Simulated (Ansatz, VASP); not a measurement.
# Re in VASP and in Ansatz

```
CELL_PARAMETERS angstrom
1.38392 0.79901 6.69861
-1.38392 0.79901 6.69861
0.00000 -1.59802 6.69861
ATOMIC_POSITIONS crystal
Re 0.00000 0.00000 0.00000
Re 0.22217 0.22217 0.22217
Re 0.77783 0.77783 0.77783
```

Alike in both runs: task electric field gradients; functional PBEsol; k mesh 15 × 15 × 15; occupations fermi-dirac, width 0.05 eV; no spin polarisation.

|  | VASP | Ansatz |
| --- | --- | --- |
| version | VASP 6.6.1 | Ansatz 0.2.0 |
| potentials or method | VASP PAW PBE potentials, release 64 (Re) | PAW with Ansatz's default frozen-core files, scalar-relativistic |
| plane-wave cutoff (eV) | 520 | 420 |
| valence electrons in the cell | 21 | 45 |

Ansatz gave:

| Item | Value |
| --- | --- |
| pressure (GPa) | -6.5 |
| traceless stress, the component that is largest in VASP (GPa) | -0.63 |
| rms of the force components (eV/Å) | 0.011 |
| size of Vzz on the site where it differs most (V/Å²) | 21.6 |

Which values does VASP return?

Pressure (GPa): -6.6; traceless stress, the component that is largest in VASP (GPa): -0.69; rms of the force components (eV/Å): 0.011; size of Vzz on the site where it differs most (V/Å²): 35.9.

VASP's potentials were made for PBE, not for PBEsol. Atom by atom the forces differ by 0.001 eV/Å (rms over components). VASP's potentials hold 21 valence electrons a cell and Ansatz's 45, so a difference there can come from the potentials and not from the codes.

Neither program's run includes spin-orbit coupling.
